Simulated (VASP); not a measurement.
Crystal: Al.

```xyz
1
Lattice="-1.6018 1.6018 1.6018 1.6018 -1.6018 1.6018 1.6018 1.6018 -1.6018" Properties=species:S:1:pos:R:3 pbc="T T T"
Al    0.0000    0.0000    0.0000
```

This cell differs from its parent crystal: volume scaled by 1.02.

Program: VASP 6.6.1. Alike in all runs: task single point; potentials or basis VASP PAW PBE potentials, release 64 (Al); cell as given; cutoff (eV) 520.

Order these runs on this cell by their pressure, lowest first.
A. level r2SCAN; spin off; k mesh 12 × 12 × 12; smearing fermi-dirac 0.05 eV
B. level PBE; spin collinear, ferromagnetic start; fixed moment (μB) 1.0; k mesh 12 × 12 × 12; smearing fermi-dirac 0.1 eV
C. level PBE0; spin off; k mesh 8 × 8 × 8; smearing fermi-dirac 0.05 eV; grid for exact exchange (PRECFOCK) Normal

A (-1.5 GPa), C (1.9 GPa), B (9.0 GPa).

Caveats: the PAW data sets were made with another functional, which shifts forces and pressure a little (some runs); the total moment is fixed, so each spin has its own Fermi level (some runs).
